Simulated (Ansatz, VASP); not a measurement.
Si7Ge in VASP and in Ansatz

INCAR

```
ALGO = Normal
EDIFF = 1E-6
ENCUT = 520
GGA = PS
ISIF = 2
ISMEAR = 0
LASPH = T
LCHARG = F
LREAL = F
LWAVE = F
NBANDS = 31
NELM = 80
PREC = Accurate
SIGMA = 0.03
```

The input KPOINTS:

```
k-points
0
Gamma
  6 6 6
```

Contents of POSCAR:

```
Si7Ge
1.0
    5.7321356505      0.0000000000      0.0000000000
    0.0000000000      5.7321356505      0.0000000000
    0.0000000000      0.0000000000      5.4591768100
Si Ge
7 1
Direct
    0.2525976818      0.2525976818      0.2525976818
    0.0000000000      0.5000000000      0.5000000000
    0.5000000000      0.5000000000      0.0000000000
    0.5000000000      0.0000000000      0.5000000000
    0.7474023182      0.2525976818      0.7474023182
    0.7474023182      0.7474023182      0.2525976818
    0.2525976818      0.7474023182      0.7474023182
    0.0000000000      0.0000000000      0.0000000000
```

Input for Ansatz:

```yaml
crystal:
  lattice:
    - [5.7321356505, 0.0, 0.0]
    - [0.0, 5.7321356505, 0.0]
    - [0.0, 0.0, 5.45917681]
  atoms:
    - { symbol: Si, position: [0.2525976818, 0.2525976818, 0.2525976818] }
    - { symbol: Si, position: [0.0, 0.5, 0.5] }
    - { symbol: Si, position: [0.5, 0.5, 0.0] }
    - { symbol: Si, position: [0.5, 0.0, 0.5] }
    - { symbol: Si, position: [0.7474023182, 0.2525976818, 0.7474023182] }
    - { symbol: Si, position: [0.7474023182, 0.7474023182, 0.2525976818] }
    - { symbol: Si, position: [0.2525976818, 0.7474023182, 0.7474023182] }
    - { symbol: Ge, position: [0.0, 0.0, 0.0] }
basis:
  ecutwfc: 420
kpoints:
  mp_grid: { grid: [6, 6, 6] }
hamiltonian:
  xc: pbesol
scf:
  occupations: { method: gaussian, width: 0.03 }
output:
  forces: true
  stress: true
  eigenvalues: true
```

Change from the starting cell: strain +0.050 along x and y, +0.000 along z, atoms carried along.

Alike in both runs: task single point; functional PBEsol; k mesh 6 × 6 × 6; occupations gaussian, width 0.03 eV; no spin polarisation.

```csv
,VASP,Ansatz
version,VASP 6.6.1,Ansatz 0.2.0
potentials or method,"VASP PAW PBE potentials, release 64 (Si, Ge_d), cutoff 520 eV","scalar-relativistic, plane waves, PAW"
valence electrons in the cell,42,42
```

Ansatz gave:

* gap on the k mesh at the Fermi level (eV): 0.13
* least direct gap on the mesh (eV): 0.18
* pressure (GPa): -7.2
* traceless stress, the component that is largest in VASP (GPa): 2.68
* rms of the force components (eV/Å): 0.006

Q: Which values does VASP return?

A: gap on the k mesh at the Fermi level (eV): 0.13; least direct gap on the mesh (eV): 0.18; pressure (GPa): -7.1; traceless stress, the component that is largest in VASP (GPa): 2.68; rms of the force components (eV/Å): 0.004.

VASP's potentials were made for PBE, not for PBEsol. Atom by atom the forces differ by 0.003 eV/Å (rms over components). With one functional, cell and mesh, what is left measures potentials, basis and numerics.
